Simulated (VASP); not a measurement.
# LiPS3 (C2/m) in VASP: notebook

The runs below take LiPS3 through single point, with LDA, PBEsol, PBE, r2SCAN.

Program: VASP 6.6.1. These are calculated values, not measurements. Logs are shortened: lines on timing, memory, paths and dates and some standing lists are left out, and cuts for length are marked.

## Step 1: The cell of the first run

The structure is monoclinic, space group C2/m (No. 12). The conventional cell has a = 10.735 Å, b = 6.697 Å, c = 6.275 Å, α = 90.00°, β = 123.97°, γ = 90.00°. Li (site symmetry 2) has 6 S at 2.48 to 3.14 Å and 1 Li at 3.20 Å within 3.3 Å. P (site symmetry m) has 4 S at 1.98 to 2.14 Å within 2.6 Å. Within 2.8 Å of S (site symmetry 2) lie 2 P at 2.14 Å. Within 2.7 Å of S (site symmetry m) lie 1 P at 2.01 Å and 2 Li at 2.55 Å. S (site symmetry m) has 1 P at 1.98 Å and 2 Li at 2.48 Å within 2.6 Å.

## Step 2: Single point, LDA

Contents of INCAR:

```
SYSTEM = LiPS3
ALGO = Normal ; EDIFF = 1E-6
ENCUT = 520 ; ISIF = 2
ISMEAR = -1 ; LASPH = .TRUE.
LCHARG = .FALSE. ; LREAL = .FALSE.
LWAVE = .FALSE. ; NBANDS = 37
NELM = 80 ; PREC = Accurate
SIGMA = 0.02
```

Contents of KPOINTS:

```
k-points
0
G
  4 4 4
  0 0 0
```

Contents of POSCAR:

```
LiPS3
1.0
    5.3666630653     -3.3487351552      0.0825594629
    5.3666630653      3.3487351552      0.0825594629
   -3.5864090647      0.0000000000      5.1495918000
Li P S
2 2 6
Direct
    0.7607549841      0.2392450159      0.0000000000
    0.2392450159      0.7607549841      0.0000000000
    0.1563737566      0.1563737566      0.5819626802
    0.8436262434      0.8436262434      0.4180373198
    0.2333729355      0.7666270645      0.5000000000
    0.7666270645      0.2333729355      0.5000000000
    0.2064626500      0.2064626500      0.3180100285
    0.7935373500      0.7935373500      0.6819899715
    0.3220738410      0.3220738410      0.9503666127
    0.6779261590      0.6779261590      0.0496333873
```

Potentials or basis: VASP PAW LDA potentials, release 64 (Li_sv, P, S).

The run is started by

```sh
cat potpaw_LDA.64/Li_sv/POTCAR potpaw_LDA.64/P/POTCAR potpaw_LDA.64/S/POTCAR > POTCAR
mpirun -np 1 vasp_std > vasp.out
```

OUTCAR:

```text
SYSTEM = LiPS3
   EDIFF = 1E-6
   ENCUT = 520
   ISIF = 2
   ISMEAR = -1
   LASPH = .TRUE.
   LREAL = .FALSE.
   NELM = 80
   PREC = Accurate

 ion  position               nearest neighbor table
   1  0.761  0.239  0.000-   9 2.48  10 2.48   7 2.55   8 2.55
   2  0.239  0.761  0.000-   9 2.48  10 2.48   7 2.55   8 2.55
   3  0.156  0.156  0.582-   9 1.98   7 2.01   5 2.14   6 2.14   4 2.91
   4  0.844  0.844  0.418-  10 1.98   8 2.01   5 2.14   6 2.14   3 2.91
   5  0.233  0.767  0.500-   3 2.14   4 2.14
   6  0.767  0.233  0.500-   3 2.14   4 2.14
   7  0.206  0.206  0.318-   3 2.01   2 2.55   1 2.55
   8  0.794  0.794  0.682-   4 2.01   2 2.55   1 2.55
   9  0.322  0.322  0.950-   3 1.98   2 2.48   1 2.48
  10  0.678  0.678  0.050-   4 1.98   2 2.48   1 2.48

  LATTYP: Found a base centered monoclinic cell.
 ALAT       =    10.7345961305
 B/A-ratio  =     0.6239145124
 C/A-ratio  =     0.5845956729
 COS(beta)  =    -0.5588129696

  Lattice vectors:

 A1 = (   5.3666630653,  -3.3487351552,   0.0825594629)
 A2 = (   5.3666630653,   3.3487351552,   0.0825594629)
 A3 = (  -3.5864090647,   0.0000000000,   5.1495918000)

Analysis of symmetry for initial positions (statically):
=====================================================================
 Subroutine PRICEL returns:
 Original cell was already a primitive cell.

 Routine SETGRP: Setting up the symmetry group for a
 base centered monoclinic supercell.

 Subroutine GETGRP returns: Found  4 space group operations
 (whereof  4 operations were pure point group operations)
 out of a pool of  4 trial point group operations.

The static configuration has the point symmetry C_2h.

Analysis of symmetry for dynamics (positions and initial velocities):
=====================================================================
 Subroutine PRICEL returns:
 Original cell was already a primitive cell.

 Routine SETGRP: Setting up the symmetry group for a
 base centered monoclinic supercell.

 Subroutine GETGRP returns: Found  4 space group operations
 (whereof  4 operations were pure point group operations)
 out of a pool of  4 trial point group operations.

The dynamic configuration has the point symmetry C_2h.

 Subroutine INISYM returns: Found  4 space group operations
 (whereof  4 operations are pure point group operations),
 and found     1 'primitive' translations

----------------------------------------------------------------------------------------

                                     Primitive cell

  volume of cell :     187.0752

  direct lattice vectors                    reciprocal lattice vectors
     5.366663065 -3.348735155  0.082559463     0.092180151 -0.149310106  0.064198434
     5.366663065  3.348735155  0.082559463     0.092180151  0.149310106  0.064198434
    -3.586409065  0.000000000  5.149591800    -0.002955708  0.000000000  0.192131661

  length of vectors
     6.326287668  6.326287668  6.275398448     0.186847871  0.186847871  0.192154394

  position of ions in fractional coordinates (direct lattice)
     0.760754984  0.239245016  0.000000000
     0.239245016  0.760754984  0.000000000
     0.156373757  0.156373757  0.581962680
     0.843626243  0.843626243  0.418037320
     0.233372936  0.766627064  0.500000000
     0.766627064  0.233372936  0.500000000
     0.206462650  0.206462650  0.318010028
     0.793537350  0.793537350  0.681989972
     0.322073841  0.322073841  0.950366613
     0.677926159  0.677926159  0.049633387

  ion indices of the primitive-cell ions
   primitive index   ion index
                 1           1
                 2           2
                 3           3
                 4           4
                 5           5
                 6           6
                 7           7
                 8           8
                 9           9
                10          10

----------------------------------------------------------------------------------------

 KPOINTS: k-points

Automatic generation of k-mesh.
 Grid dimensions read from file:
 generate k-points for:    4    4    4

 Generating k-lattice:

  Cartesian coordinates                     Fractional coordinates (reciprocal lattice)
     0.023045038 -0.037327526  0.016049608     0.250000000  0.000000000  0.000000000
     0.023045038  0.037327526  0.016049608     0.000000000  0.250000000  0.000000000
    -0.000738927  0.000000000  0.048032915     0.000000000  0.000000000  0.250000000

  Length of vectors
     0.046711968  0.046711968  0.048038599

  Shift w.r.t. Gamma in fractional coordinates (k-lattice)
     0.000000000  0.000000000  0.000000000

 Subroutine IBZKPT returns following result:
 ===========================================

 Found     24 irreducible k-points:

 Following reciprocal coordinates:
            Coordinates               Weight
  0.000000  0.000000  0.000000      1.000000
  0.250000  0.000000  0.000000      4.000000
  0.500000  0.000000  0.000000      2.000000
  0.250000  0.250000  0.000000      2.000000
  0.500000  0.250000  0.000000      4.000000
 -0.250000  0.250000  0.000000      2.000000
[... 16 lines left out ...]
 -0.250000  0.250000  0.500000      2.000000
  0.500000  0.500000  0.500000      1.000000
   k-points           NKPTS =     24   k-points in BZ     NKDIM =     24   number of bands    NBANDS=     37
   number of dos      NEDOS =    301   number of ions     NIONS =     10
   total plane-waves  NPLWV = 110592
   dimension x,y,z NGX =    48 NGY =   48 NGZ =   48
   dimension x,y,z NGXF=    96 NGYF=   96 NGZF=   96
   ions per type =               2   2   6
   NGX,Y,Z   is equivalent  to a cutoff of  12.61, 12.61, 12.72 a.u.
   NGXF,Y,Z  is equivalent  to a cutoff of  25.23, 25.23, 25.43 a.u.
 SYSTEM =  LiPS3
   PREC   = accura    normal or accurate (medium, high low for compatibility)
   ISTART =      0    job   : 0-new  1-cont  2-samecut
   ICHARG =      2    charge: 1-file 2-atom 10-const
   ISPIN  =      1    spin polarized calculation?
   LNONCOLLINEAR =      F non collinear calculations
   LSORBIT =      F    spin-orbit coupling
   LASPH  =      T    aspherical Exc in radial PAW
   ENCUT  =  520.0 eV  38.22 Ry    6.18 a.u.  11.76 11.76 11.67*2*pi/ulx,y,z
   NELM   =     80;   NELMIN=  2; NELMDL= -5     # of ELM steps
   EDIFF  = 0.1E-05   stopping-criterion for ELM
   LREAL  =      F    real-space projection
   EDIFFG = 0.1E-04   stopping-criterion for IOM
   NSW    =      0    number of steps for IOM
   IBRION =     -1    ionic relax: 0-MD 1-quasi-New 2-CG
   NFREE  =      0    steps in history (QN), initial steepest desc. (CG)
   ISIF   =      2    stress and relaxation
   ISYM   =      2    0-nonsym 1-usesym 2-fastsym
   POTIM  = 0.5000    time-step for ionic-motion
   TEBEG  =    0.0;   TEEND  =   0.0 temperature during run
   PSTRESS=    0.0 pullay stress
   NELECT =      52.0000    total number of electrons
   NUPDOWN=      -1.0000    fix difference up-down
   EMIN   =  10.00;   EMAX   =-10.00  energy-range for DOS
   EFERMI =   0.00;   METHOD = LEGACY
   ISMEAR =    -1;   SIGMA  =   0.02  broadening in eV -4-tet -1-fermi 0-gaus
   EFERMI_NEDOS =   21; number of points for ismear=-14 and -15
   IALGO  =     38    algorithm
   IMIX   =      4    mixing-type and parameters
     AMIX     =   0.40;   BMIX     =  1.00
     AMIX_MAG =   1.60;   BMIX_MAG =  1.00
  volume/ion in A,a.u.               =      18.71       126.24
  Fermi-wavevector in a.u.,A,eV,Ry     =   1.068408  2.018999 15.530997  1.141496
  Thomas-Fermi vector in A             =   2.204055
   LORBIT       =      0    0 simple, 1 ext, 2 COOP (PROOUT), +10 PAW based schemes
   GGA     = CA    functional components
   LHFCALC =     F    Hartree Fock is set to
   AEXX    =    0.0000 exact exchange contribution
   IVDW    =     0    specifies the selected vdW correction
   LEPSILON=     F    determine dielectric tensor
   LRPA    =     F    only Hartree local field effects (RPA)
 non-spin polarized calculation
  energy-cutoff  :      520.00
  volume of cell :      187.08
 maximum number of plane-waves:      5057
   NGX = 23   NGY = 23   NGZ = 23

 number of electron      51.9999993 magnetization

 Free energy of the ion-electron system (eV)
  ---------------------------------------------------
  ext. energy  EPLUGINS =         0.00000000
  ---------------------------------------------------
  free energy    TOTEN  =       -50.28640738 eV

  energy without entropy =      -50.28640738  energy(sigma->0) =      -50.28640738

 E-fermi :   4.2909     XC(G=0):  -9.5426

 val. band max:        3.7452964479   @ k =   0.0000   0.0000   0.0000
 cond. band min:       5.4167628524   @ k =   0.0000   0.0000   0.5000
 fundamental gap:      1.6714664045
 Fermi energy:         4.2909204141

 k-point     1 :       0.0000    0.0000    0.0000
  band No.  band energies     occupation
      1     -40.3123      2.00000
      2     -40.3092      2.00000
      3     -12.6736      2.00000
      4     -10.5635      2.00000
      5      -9.2465      2.00000
      6      -9.0306      2.00000
[... 29 lines left out ...]
     36      10.0005      0.00000
     37      10.2758      0.00000

 k-point     2 :       0.2500    0.0000    0.0000
  band No.  band energies     occupation
      1     -40.3120      2.00000
      2     -40.3096      2.00000
      3     -12.6011      2.00000
      4     -10.6974      2.00000
      5      -9.3511      2.00000
      6      -9.0086      2.00000
[... 29 lines left out ...]
     36       9.8695      0.00000
     37      10.2860      0.00000
[... 838 lines left out ...]
     36      10.1247      0.00000
     37      10.2441      0.00000

 k-point    24 :       0.5000    0.5000    0.5000
  band No.  band energies     occupation
      1     -40.3123      2.00000
      2     -40.3092      2.00000
      3     -12.4618      2.00000
      4     -10.9005      2.00000
      5      -9.2856      2.00000
      6      -8.9375      2.00000
[... 29 lines left out ...]
     36      10.1115      0.00000
     37      10.4947      0.00000

------------------------ aborting loop because EDIFF is reached ----------------------------------------

  FORCE on cell =-STRESS in cart. coord.  units (eV):
  Direction    XX          YY          ZZ          XY          YZ          ZX
  --------------------------------------------------------------------------------------
  -------------------------------------------------------------------------------------
  Total       -0.4596476     -0.3248495     -0.6168326      0.0000000      0.0000000      0.0296695
  in kB       -3.9365832     -2.7821251     -5.2827697      0.0000000      0.0000000      0.2541002
  external PRESSURE =      -4.0004927 kB  Pullay stress =       0.0000000 kB

 VOLUME and BASIS-vectors are now :
 -----------------------------------------------------------------------------
  energy-cutoff  :      520.00
  volume of cell :      187.08
      direct lattice vectors                 reciprocal lattice vectors
     5.366663065 -3.348735155  0.082559463     0.092180151 -0.149310106  0.064198434
     5.366663065  3.348735155  0.082559463     0.092180151  0.149310106  0.064198434
    -3.586409065  0.000000000  5.149591800    -0.002955708  0.000000000  0.192131661

 POSITION                                       TOTAL-FORCE (eV/Angst)
 -----------------------------------------------------------------------------------
      5.36666     -1.74640      0.08256         0.000000     -0.003897     -0.000000
      5.36666      1.74640      0.08256         0.000000      0.003897     -0.000000
     -0.40875      0.00000      3.02269         0.027027      0.000000      0.019051
      7.55566      0.00000      2.29202        -0.027027      0.000000     -0.019051
      3.57346      1.78573      2.65736         0.000000      0.082839     -0.000000
      3.57346     -1.78573      2.65736         0.000000     -0.082839     -0.000000
      1.07552      0.00000      1.67171        -0.068407      0.000000      0.063943
      6.07140      0.00000      3.64300         0.068407      0.000000     -0.063943
      0.04852      0.00000      4.94718        -0.029793      0.000000     -0.103999
      7.09840      0.00000      0.36753         0.029793      0.000000      0.103999
 -----------------------------------------------------------------------------------
    total drift:                               -0.000000      0.000000      0.000000

  FREE ENERGIE OF THE ION-ELECTRON SYSTEM (eV)
  ---------------------------------------------------
  free  energy   TOTEN  =       -50.2864073797 eV

  energy  without entropy=      -50.2864073797  energy(sigma->0) =      -50.28640738
```

It took 3.4 min on 1 thread of Intel Xeon Platinum 8259CL at 2.50GHz (Skylake/Cascade Lake), shared host; peak memory 0.32 GiB.

What came out:

- Free energy: -50.2864 eV
- Largest force: 0.108 eV/Å
- Band gap on the k mesh: 1.67 eV (least direct gap 2.11 eV)

Forces on the atoms (eV/Å):
```
Li   0.000 -0.004  0.000
Li   0.000  0.004  0.000
P    0.027  0.000  0.019
P   -0.027  0.000 -0.019
S    0.000  0.083  0.000
S    0.000 -0.083  0.000
S   -0.068  0.000  0.064
S    0.068  0.000 -0.064
S   -0.030  0.000 -0.104
S    0.030  0.000  0.104
```

Caveat: the cutoff is under 1.25 times the usual one of these potentials, so pressure, stress and relaxed cells hold a basis-set (Pulay) error.

## Step 3: Single point, PBEsol

This run uses another cell than the first one, of 19.85 Å³/atom.

Contents of INCAR:

```
  PREC = Accurate
  ENCUT = 520
  EDIFF = 1E-6
  ISMEAR = -1
  SIGMA = 0.02
  LREAL = F
  LASPH = T
  NELM = 60
  ALGO = Normal
  ISIF = 2
  LWAVE = F
  LCHARG = F
  GGA = PS
  NBANDS = 37
```

Contents of KPOINTS:

```
Automatic mesh
0
Gamma
  4 4 4
```

Contents of POSCAR:

```
LiPS3
1.0
    5.4534853219     -3.4509052093      0.0558254681
    5.4534853219      3.4509052093      0.0558254681
   -3.6712354473      0.0000000000      5.2357393074
Li P S
2 2 6
Direct
    0.7604184527      0.2395815473      0.0000000000
    0.2395815473      0.7604184527      0.0000000000
    0.1549259313      0.1549259313      0.5801113298
    0.8450740687      0.8450740687      0.4198886702
    0.2271042929      0.7728957071      0.5000000000
    0.7728957071      0.2271042929      0.5000000000
    0.2034862662      0.2034862662      0.3199690722
    0.7965137338      0.7965137338      0.6800309278
    0.3210552727      0.3210552727      0.9449111043
    0.6789447273      0.6789447273      0.0550888957
```

Potentials or basis: VASP PAW PBE potentials, release 64 (Li_sv, P, S).

The run is started by

```sh
cat potpaw_PBE.64/Li_sv/POTCAR potpaw_PBE.64/P/POTCAR potpaw_PBE.64/S/POTCAR > POTCAR
mpirun -np 1 vasp_std > vasp.out
```

Run time: 3.1 min. Hardware: 1 thread of Intel Xeon Platinum 8259CL at 2.50GHz (Skylake/Cascade Lake), shared host; peak memory 0.39 GiB.

It converged, with:

```yaml
Free_energy: -47.7092 eV
Largest_force: 0.058 eV/Å
Band_gap_on_the_k_mesh: 1.72 eV (least direct gap 2.13 eV)
```

Forces on the atoms (eV/Å):
```
Li   0.000 -0.001  0.000
Li   0.000  0.001  0.000
P    0.021  0.000  0.008
P   -0.021  0.000 -0.008
S    0.000  0.046  0.000
S    0.000 -0.046  0.000
S   -0.040  0.000  0.038
S    0.040  0.000 -0.038
S   -0.016  0.000 -0.056
S    0.016  0.000  0.056
```

Levels at points of the mesh, in eV from the valence-band top:
| k point | band 24 | band 25 | band 26 | band 27 | band 28 | band 29 |
| --- | --- | --- | --- | --- | --- | --- |
| (0.00, 0.00, 0.00) | -0.44 | -0.41 | 0.00 | 2.13 | 2.59 | 2.98 |
| (0.50, 0.00, 0.00) | -0.78 | -0.61 | -0.56 | 1.89 | 2.86 | 3.10 |
| (0.50, 0.50, 0.00) | -1.10 | -0.57 | -0.28 | 2.54 | 3.12 | 3.17 |
| (0.00, 0.00, 0.50) | -0.77 | -0.74 | -0.64 | 1.72 | 2.56 | 2.70 |
| (0.50, 0.00, 0.50) | -0.81 | -0.67 | -0.37 | 2.08 | 3.05 | 3.07 |
| (0.50, 0.50, 0.50) | -0.75 | -0.64 | -0.53 | 2.44 | 2.74 | 3.53 |

Caveat: the cutoff is under 1.25 times the usual one of these potentials, so pressure, stress and relaxed cells hold a basis-set (Pulay) error; the PAW data sets were made with another functional, which shifts forces and pressure a little. A k mesh can miss the band edges.

(Continued in part 2 of 2.)
